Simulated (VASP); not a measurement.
# Zn in VASP: single point with PBEsol

Aim: the single point of Zn with PBEsol.

Program: VASP 6.6.1. These are calculated values, not measurements. Logs are shortened: lines on timing, memory, paths and dates and some standing lists are left out, and cuts for length are marked.

### Step 1. The cell of the first run

The cell holds a slab with vacuum, 6 atoms: a = 2.590 Å, b = 4.916 Å, c = 21.233 Å, α = 90.00°, β = 90.00°, γ = 90.00°.

### Step 2. Single point, PBEsol

INCAR reads:

```
PREC     = Accurate       # precision mode
ENCUT    = 520            # plane-wave cutoff, eV
EDIFF    = 1E-6           # SCF threshold, eV
ISMEAR   = -1             # smearing method
SIGMA    = 0.05           # smearing width, eV
LREAL    = False          # projectors in reciprocal space
LASPH    = True           # aspherical terms in the spheres
NELM     = 100            # most SCF steps
ALGO     = Normal         # electronic algorithm
ISIF     = 2              # what is computed and relaxed
LWAVE    = False          # write WAVECAR
LCHARG   = False          # write CHGCAR
GGA      = PS             # functional
NBANDS   = 45             # bands
```

KPOINTS reads:

```
Automatic mesh
0
Gamma
  16 8 1
```

POSCAR reads:

```
Zn
1.0
    2.5897393325      0.0000000000      0.0000000000
    0.0000000000      4.9158409014      0.0000000000
    0.0000000000      0.0000000000     21.2332000000
Zn
6
Direct
    0.7500000000      0.7500000000      0.3876758600
    0.2500000000      0.2500000000      0.3874639479
    0.2500000000      0.7500000000      0.5000812738
    0.7500000000      0.2500000000      0.4999186056
    0.7500000000      0.7500000000      0.6125361142
    0.2500000000      0.2500000000      0.6123241984
```

Potentials or basis: VASP PAW PBE potentials, release 64 (Zn).

The run is started by

```
> cat potpaw_PBE.64/Zn/POTCAR > POTCAR
> mpirun -np 1 vasp_std > vasp.out
```

OUTCAR:

```text
PREC = Accurate
   ENCUT = 520
   EDIFF = 1E-6
   ISMEAR = -1
   LREAL = False
   LASPH = True
   NELM = 100
   ISIF = 2
   GGA = PS

 ion  position               nearest neighbor table
   1  0.750  0.750  0.388-   3 2.72   3 2.72   2 2.78   2 2.78   2 2.78   2 2.78
   2  0.250  0.250  0.387-   4 2.72   4 2.72   1 2.78   1 2.78   1 2.78   1 2.78
   3  0.250  0.750  0.500-   1 2.72   1 2.72   5 2.72   5 2.72   4 2.78   4 2.78   4 2.78   4 2.78

   4  0.750  0.250  0.500-   6 2.72   6 2.72   2 2.72   2 2.72   3 2.78   3 2.78   3 2.78   3 2.78

   5  0.750  0.750  0.613-   3 2.72   3 2.72   6 2.78   6 2.78   6 2.78   6 2.78
   6  0.250  0.250  0.612-   4 2.72   4 2.72   5 2.78   5 2.78   5 2.78   5 2.78

  LATTYP: Found a simple orthorhombic cell.
 ALAT       =     2.5897393325
 B/A-ratio  =     1.8981991121
 C/A-ratio  =     8.1989718940

  Lattice vectors:

 A1 = (   2.5897393325,   0.0000000000,   0.0000000000)
 A2 = (   0.0000000000,   4.9158409014,   0.0000000000)
 A3 = (   0.0000000000,   0.0000000000,  21.2332000000)

Analysis of symmetry for initial positions (statically):
=====================================================================
 Subroutine PRICEL returns:
 Original cell was already a primitive cell.

 Routine SETGRP: Setting up the symmetry group for a
 simple orthorhombic supercell.

 Subroutine GETGRP returns: Found  8 space group operations
 (whereof  2 operations were pure point group operations)
 out of a pool of  8 trial point group operations.

The static configuration has the point symmetry S_2 .
 The point group associated with its full space group is D_2h.

Analysis of symmetry for dynamics (positions and initial velocities):
=====================================================================
 Subroutine PRICEL returns:
 Original cell was already a primitive cell.

 Routine SETGRP: Setting up the symmetry group for a
 simple orthorhombic supercell.

 Subroutine GETGRP returns: Found  8 space group operations
 (whereof  2 operations were pure point group operations)
 out of a pool of  8 trial point group operations.

The dynamic configuration has the point symmetry S_2 .
 The point group associated with its full space group is D_2h.

 Subroutine INISYM returns: Found  8 space group operations
[... 91 lines left out ...]
   dimension x,y,z NGXF=    40 NGYF=   80 NGZF=  320
   ions per type =               6
   NGX,Y,Z   is equivalent  to a cutoff of  12.84, 13.53, 12.53 a.u.
   NGXF,Y,Z  is equivalent  to a cutoff of  25.68, 27.05, 25.05 a.u.
 SYSTEM =  unknown system
   PREC   = accura    normal or accurate (medium, high low for compatibility)
   ISTART =      0    job   : 0-new  1-cont  2-samecut
   ICHARG =      2    charge: 1-file 2-atom 10-const
   ISPIN  =      1    spin polarized calculation?
   LNONCOLLINEAR =      F non collinear calculations
   LSORBIT =      F    spin-orbit coupling
   LASPH  =      T    aspherical Exc in radial PAW
   ENCUT  =  520.0 eV  38.22 Ry    6.18 a.u.   4.82  9.14 39.48*2*pi/ulx,y,z
   NELM   =    100;   NELMIN=  2; NELMDL= -5     # of ELM steps
   EDIFF  = 0.1E-05   stopping-criterion for ELM
   LREAL  =      F    real-space projection
[... 7 lines left out ...]
   TEBEG  =    0.0;   TEEND  =   0.0 temperature during run
   PSTRESS=    0.0 pullay stress
   NELECT =      72.0000    total number of electrons
   NUPDOWN=      -1.0000    fix difference up-down
   EMIN   =  10.00;   EMAX   =-10.00  energy-range for DOS
   EFERMI =   0.00;   METHOD = LEGACY
   ISMEAR =    -1;   SIGMA  =   0.05  broadening in eV -4-tet -1-fermi 0-gaus
   EFERMI_NEDOS =   21; number of points for ismear=-14 and -15
   IALGO  =     38    algorithm
   IMIX   =      4    mixing-type and parameters
     AMIX     =   0.40;   BMIX     =  1.00
     AMIX_MAG =   1.60;   BMIX_MAG =  1.00
  volume/ion in A,a.u.               =      45.05       304.03
  Fermi-wavevector in a.u.,A,eV,Ry     =   1.053325  1.990496 15.095588  1.109494
  Thomas-Fermi vector in A             =   2.188443
   LORBIT       =      0    0 simple, 1 ext, 2 COOP (PROOUT), +10 PAW based schemes
   GGA     = PS    functional components
   LHFCALC =     F    Hartree Fock is set to
   AEXX    =    0.0000 exact exchange contribution
   IVDW    =     0    specifies the selected vdW correction
   LEPSILON=     F    determine dielectric tensor
   LRPA    =     F    only Hartree local field effects (RPA)
 non-spin polarized calculation
  energy-cutoff  :      520.00
  volume of cell :      270.31
 maximum number of plane-waves:      7332
 NGX is ok and might be reduce to    20
   NGX =  9   NGY = 19   NGZ = 79

 number of electron      72.0000011 magnetization

 Free energy of the ion-electron system (eV)
  ---------------------------------------------------
  ext. energy  EPLUGINS =         0.00000000
  ---------------------------------------------------
  free energy    TOTEN  =        -8.29339322 eV

  energy without entropy =       -8.27669165  energy(sigma->0) =       -8.28504244

 E-fermi :  -1.9774     XC(G=0):  -4.7473

 val. band max:       -2.0160845787   @ k =   0.0625   0.1250   0.0000
 cond. band min:      -1.9559048303   @ k =   0.2500   0.2500   0.0000
 fundamental gap:      0.0601797484
 Fermi energy:        -1.9773569870

 k-point     1 :       0.0000    0.0000    0.0000
  band No.  band energies     occupation
      1     -11.6217      2.00000
      2     -10.3627      2.00000
      3     -10.2015      2.00000
      4     -10.1969      2.00000
      5      -9.9909      2.00000
      6      -9.8935      2.00000
[... 1141 lines left out ...]
     44       3.7616      0.00000
     45       4.3618      0.00000

 [... further k-points ...]
[... 5 lines left out ...]
  --------------------------------------------------------------------------------------
  -------------------------------------------------------------------------------------
  Total       -4.1261945     -5.9437771      0.1363969      0.0000000      0.0000000      0.0000000
  in kB      -24.4563113    -35.2292808      0.8084359      0.0000000      0.0000000      0.0000000
  external PRESSURE =     -19.6257187 kB  Pullay stress =       0.0000000 kB

 VOLUME and BASIS-vectors are now :
 -----------------------------------------------------------------------------
  energy-cutoff  :      520.00
  volume of cell :      270.31
      direct lattice vectors                 reciprocal lattice vectors
     2.589739333  0.000000000  0.000000000     0.386139249  0.000000000  0.000000000
     0.000000000  4.915840901  0.000000000     0.000000000  0.203423996  0.000000000
     0.000000000  0.000000000 21.233200000     0.000000000  0.000000000  0.047096057

 POSITION                                       TOTAL-FORCE (eV/Angst)
 -----------------------------------------------------------------------------------
      1.94230      3.68688      8.23160        -0.000000     -0.000000     -0.016984
      0.64743      1.22896      8.22710         0.000000      0.000000     -0.010631
      0.64743      3.68688     10.61833         0.000000     -0.000000     -0.000093
      1.94230      1.22896     10.61487         0.000000      0.000000      0.000093
      1.94230      3.68688     13.00610         0.000000      0.000000      0.010631
      0.64743      1.22896     13.00160         0.000000      0.000000      0.016984
 -----------------------------------------------------------------------------------
    total drift:                               -0.000000      0.000000      0.001521

  FREE ENERGIE OF THE ION-ELECTRON SYSTEM (eV)
  ---------------------------------------------------
  free  energy   TOTEN  =        -8.2933932199 eV

  energy  without entropy=       -8.2766916536  energy(sigma->0) =       -8.28504244
```

stdout:

```text
POSCAR found type information on POSCAR Zn
 POSCAR found :  1 types and       6 ions
 scaLAPACK will be used
 -----------------------------------------------------------------------------
|                                                                             |
|                                                                             |
|     You enforced a specific xc type in the INCAR file but a different       |
|     I HOPE YOU KNOW WHAT YOU ARE DOING!                                     |
|                                                                             |
 -----------------------------------------------------------------------------

 LDA part: xc-table for (Slater+PW92), standard interpolation
 POSCAR, INCAR and KPOINTS ok, starting setup
 FFT: planning ... GRIDC
 FFT: planning ... GRID_SOFT
 FFT: planning ... GRID
 WAVECAR not read
 entering main loop
```

It took 10 min on 1 thread of Intel Xeon Platinum 8259CL at 2.50GHz (Skylake/Cascade Lake), shared host; peak memory 0.58 GiB.

What came out:

* Free energy: -8.2934 eV
* Largest force: 0.017 eV/Å
* Band gap on the k mesh: zero (bands 36 and 37 overlap by 2.44 eV)

Forces in eV/Å, atoms in the order of the input:
```
Zn   0.000  0.000 -0.017
Zn   0.000  0.000 -0.011
Zn   0.000  0.000  0.000
Zn   0.000  0.000  0.000
Zn   0.000  0.000  0.011
Zn   0.000  0.000  0.017
```

Levels at points of the mesh, in eV from the Fermi level:
```tsv
k point	band 34	band 35	band 36	band 37	band 38	band 39
(0.00, 0.00, 0.00)	-2.72	-2.32	-1.74	-1.03	-1.02	0.96
(0.50, 0.00, 0.00)	-1.63	0.58	0.58	2.87	2.87	3.96
(0.00, 0.50, 0.00)	-5.81	-3.24	-3.24	0.06	0.06	3.57
(0.50, 0.50, 0.00)	-1.55	-0.98	-0.98	1.08	1.08	2.53
```

Caveat: there is no dipole correction, which matters where the two faces differ; the PAW data sets were made with another functional, which shifts forces and pressure a little.

The gap in the log of VASP goes by the Fermi energy; the results here count the filled bands.